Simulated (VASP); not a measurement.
# B (P4/mmm) in VASP: a series of runs, part 2 of 2

VASP 6.6.1. Earlier steps stand in the parts before.

## 4. Single point, PBE

This run uses another cell than the first one, of 9.08 Å³/atom, 1.083 times its volume.

INCAR

```
SYSTEM = B
  ALGO = Normal
  EDIFF = 1E-6
  ENCUT = 500
  GGA = PE
  GGA_COMPAT = .FALSE.
  ISIF = 2
  ISMEAR = -1
  LASPH = .TRUE.
  LCHARG = .FALSE.
  LREAL = .FALSE.
  LWAVE = .FALSE.
  NBANDS = 8
  NELM = 120
  PREC = Accurate
  SIGMA = 0.05
```

KPOINTS

```
k-points
0
G
  11 11 16
  0 0 0
```

POSCAR

```
B
1.0
    2.3769834089      0.0000000000      0.0000000000
    0.0000000000      2.3769834089      0.0000000000
    0.0000000000      0.0000000000      1.6066580510
B
1
Direct
    0.5000000000      0.5000000000      0.5000000000
```

Potentials or basis: VASP PAW PBE potentials, release 64 (B).

Started as:

```
> cat potpaw_PBE.64/B/POTCAR > POTCAR
> mpirun -np 1 vasp_std > vasp.out
```

OUTCAR:

```text
SYSTEM = B
   EDIFF = 1E-6
   ENCUT = 500
   GGA = PE
   ISIF = 2
   ISMEAR = -1
   LASPH = .TRUE.
   LREAL = .FALSE.
   NELM = 120
   PREC = Accurate

 ion  position               nearest neighbor table
   1  0.500  0.500  0.500-

  LATTYP: Found a simple tetragonal cell.
 ALAT       =     2.3769834089
 C/A-ratio  =     0.6759231238

  Lattice vectors:

 A1 = (   2.3769834089,   0.0000000000,   0.0000000000)
 A2 = (   0.0000000000,   2.3769834089,   0.0000000000)
 A3 = (   0.0000000000,   0.0000000000,   1.6066580510)

Analysis of symmetry for initial positions (statically):
=====================================================================
 Subroutine PRICEL returns:
 Original cell was already a primitive cell.

 Routine SETGRP: Setting up the symmetry group for a
 simple tetragonal supercell.

 Subroutine GETGRP returns: Found 16 space group operations
 (whereof 16 operations were pure point group operations)
 out of a pool of 16 trial point group operations.

The static configuration has the point symmetry D_4h.

Analysis of symmetry for dynamics (positions and initial velocities):
=====================================================================
 Subroutine PRICEL returns:
 Original cell was already a primitive cell.

 Routine SETGRP: Setting up the symmetry group for a
 simple tetragonal supercell.

 Subroutine GETGRP returns: Found 16 space group operations
 (whereof 16 operations were pure point group operations)
 out of a pool of 16 trial point group operations.

The dynamic configuration has the point symmetry D_4h.

 Subroutine INISYM returns: Found 16 space group operations
 (whereof 16 operations are pure point group operations),
 and found     1 'primitive' translations

----------------------------------------------------------------------------------------

[... 104 lines left out ...]
   EFERMI =   0.00;   METHOD = LEGACY
   ISMEAR =    -1;   SIGMA  =   0.05  broadening in eV -4-tet -1-fermi 0-gaus
   EFERMI_NEDOS =   21; number of points for ismear=-14 and -15
   IALGO  =     38    algorithm
   IMIX   =      4    mixing-type and parameters
     AMIX     =   0.40;   BMIX     =  1.00
     AMIX_MAG =   1.60;   BMIX_MAG =  1.00
  volume/ion in A,a.u.               =       9.08        61.26
  Fermi-wavevector in a.u.,A,eV,Ry     =   1.131853  2.138892 17.430302  1.281091
  Thomas-Fermi vector in A             =   2.268553
   LORBIT       =      0    0 simple, 1 ext, 2 COOP (PROOUT), +10 PAW based schemes
   GGA     = PE    functional components
   LHFCALC =     F    Hartree Fock is set to
   AEXX    =    0.0000 exact exchange contribution
   IVDW    =     0    specifies the selected vdW correction
   LEPSILON=     F    determine dielectric tensor
   LRPA    =     F    only Hartree local field effects (RPA)
 non-spin polarized calculation
  energy-cutoff  :      500.00
  volume of cell :        9.08
 maximum number of plane-waves:       254
 NGX is ok and might be reduce to    18
   NGX =  9   NGY =  9   NGZ =  5

 number of electron       3.0000000 magnetization

 Free energy of the ion-electron system (eV)
  ---------------------------------------------------
  ext. energy  EPLUGINS =         0.00000000
  ---------------------------------------------------
  free energy    TOTEN  =        -5.65091909 eV

  energy without entropy =       -5.64894028  energy(sigma->0) =       -5.64992968

 E-fermi :   4.7088     XC(G=0): -10.8657

 val. band max:        4.6823313908   @ k =   0.4545   0.3636   0.1875
 cond. band min:       4.7364960659   @ k =   0.2727   0.1818   0.1875
 fundamental gap:      0.0541646752
 Fermi energy:         4.7087575521

 k-point     1 :       0.0000    0.0000    0.0000
  band No.  band energies     occupation
      1      -8.9786      2.00000
      2       8.9884      0.00000
      3       8.9884      0.00000
      4      18.7628      0.00000
      5      19.6465      0.00000
      6      30.1400      0.00000
      7      39.6940      0.00000
      8      39.6940      0.00000
[... 243 lines left out ...]
 k-point    24 :       0.1818    0.0000    0.0625
  band No.  band energies     occupation
      1      -8.0939      2.00000
      2       5.4224      0.00000
      3       9.6320      0.00000
      4      19.9044      0.00000
      5      23.7013      0.00000
      6      29.2440      0.00000
      7      33.2387      0.00000
      8      36.4178      0.00000

 [... further k-points ...]
[... 5 lines left out ...]
  --------------------------------------------------------------------------------------
  -------------------------------------------------------------------------------------
  Total       -0.1772131     -0.1772131     -0.7689404      0.0000000     -0.0000000      0.0000000
  in kB      -31.2774054    -31.2774054   -135.7148987      0.0000000     -0.0000000      0.0000000
  external PRESSURE =     -66.0899032 kB  Pullay stress =       0.0000000 kB

 VOLUME and BASIS-vectors are now :
 -----------------------------------------------------------------------------
  energy-cutoff  :      500.00
  volume of cell :        9.08
      direct lattice vectors                 reciprocal lattice vectors
     2.376983409  0.000000000  0.000000000     0.420701296  0.000000000  0.000000000
     0.000000000  2.376983409  0.000000000     0.000000000  0.420701296  0.000000000
     0.000000000  0.000000000  1.606658051     0.000000000  0.000000000  0.622409977

 POSITION                                       TOTAL-FORCE (eV/Angst)
 -----------------------------------------------------------------------------------
      1.18849      1.18849      0.80333         0.000000      0.000000      0.000000
 -----------------------------------------------------------------------------------
    total drift:                                0.000000      0.000000     -0.000000

  FREE ENERGIE OF THE ION-ELECTRON SYSTEM (eV)
  ---------------------------------------------------
  free  energy   TOTEN  =        -5.6509190919 eV

  energy  without entropy=       -5.6489402755  energy(sigma->0) =       -5.64992968
```

OSZICAR:

```text
N       E                     dE             d eps       ncg     rms          rms(c)
DAV:   1    -0.284031215267E+01   -0.28403E+01   -0.13190E+03  3280   0.255E+02
DAV:   2    -0.592561867406E+01   -0.30853E+01   -0.28297E+01  4024   0.367E+01
DAV:   3    -0.593218362851E+01   -0.65650E-02   -0.65648E-02  3472   0.180E+00
DAV:   4    -0.593218458951E+01   -0.96100E-06   -0.96089E-06  4472   0.196E-02
DAV:   5    -0.593218458962E+01   -0.11298E-09   -0.10116E-09  3432   0.103E-04    0.346E+00
DAV:   6    -0.572841484141E+01    0.20377E+00   -0.15070E-01  3328   0.154E+00    0.193E+00
DAV:   7    -0.565084114228E+01    0.77574E-01   -0.20158E-01  3536   0.176E+00    0.216E-01
DAV:   8    -0.565092349256E+01   -0.82350E-04   -0.12018E-03  3096   0.286E-01    0.257E-02
DAV:   9    -0.565091790524E+01    0.55873E-05   -0.34038E-05  4264   0.278E-02    0.113E-02
DAV:  10    -0.565091910610E+01   -0.12009E-05   -0.13380E-06  3424   0.758E-03    0.833E-04
DAV:  11    -0.565091909188E+01    0.14222E-07   -0.35633E-08  2008   0.982E-04
   1 F= -.56509191E+01 E0= -.56499297E+01  d E =-.197882E-02
```

stdout:

```text
POSCAR found type information on POSCAR B
 POSCAR found :  1 types and       1 ions
 scaLAPACK will be used
 LDA part: xc-table for (Slater+PW92), standard interpolation
 POSCAR, INCAR and KPOINTS ok, starting setup
 FFT: planning ... GRIDC
 FFT: planning ... GRID_SOFT
 FFT: planning ... GRID
 WAVECAR not read
 entering main loop
```

Run time: 15 s. Hardware: 1 thread of Intel Xeon 8259CL, shared host; peak memory 0.11 GiB.

What came out:

```yaml
Free_energy: -5.6509 eV
Pressure: -6.6 GPa
```

Stress tensor (GPa, compression positive):
```
 -3.13   0.00   0.00
  0.00  -3.13   0.00
  0.00   0.00 -13.57
```

## 5. Summary

| cell | gap on the mesh (eV) | pressure (GPa) |
| --- | --- | --- |
| a = 2.314, b = 2.314, c = 1.564 Å, 1 atom | none | 7.0 |
| a = 2.330, b = 2.330, c = 1.575 Å, 1 atom | none | 3.2 |
| a = 2.377, b = 2.377, c = 1.607 Å, 1 atom | none | -6.6 |

Alike in all rows: task single point; level PBE; potentials or basis VASP PAW PBE potentials, release 64 (B); no spin polarisation; k mesh 11 × 11 × 16; cutoff (eV) 500; smearing fermi-dirac 0.05 eV.

Absolute energies hang on the potentials; compare differences alone.
